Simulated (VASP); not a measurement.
Input of a VASP 6.6.1 run:

File INCAR:

```
SYSTEM = CoO
  PREC = Accurate
  ENCUT = 600
  EDIFF = 1E-6
  ISMEAR = -1
  SIGMA = 0.05
  LREAL = .False.
  LASPH = .True.
  NELM = 150
  ALGO = Normal
  ISIF = 3
  LWAVE = .False.
  LCHARG = .False.
  ISPIN = 2
  MAGMOM = 2 0
  LORBIT = 11
  LMAXMIX = 4
  GGA = PE
  IBRION = 2
  NSW = 60
  EDIFFG = -0.01
```

KPOINTS

```
Automatic mesh
0
Gamma
  10 10 10
  0 0 0
```

Contents of POSCAR:

```
CoO
1.0
    1.6022198417      0.9250420569      2.5664708903
   -1.6022198417      0.9250420569      2.5664708903
    0.0000000000     -1.8500841138      2.5664708903
Co O
1 1
Direct
    0.9989783200      0.9989783200      0.9989783200
    0.7510210300      0.7510210300      0.7510210300
```

Potentials or basis: VASP PAW PBE potentials, release 64 (Co, O).

Command:

```console
$ cat potpaw_PBE.64/Co/POTCAR potpaw_PBE.64/O/POTCAR > POTCAR
$ mpirun -np 1 vasp_std > vasp.out
```

Question: What does it give for the relaxed volume?

Answer: 11.36 Å³/atom.

Question: Estimate the net moment.

Answer: 2.73 μB per cell.

Forces on the atoms (eV/Å):
```
Co   0.000  0.000 -0.008
O    0.000  0.000  0.008
```

Caveat: a cell with one magnetic atom can't hold antiferromagnetic order, which such compounds often take.
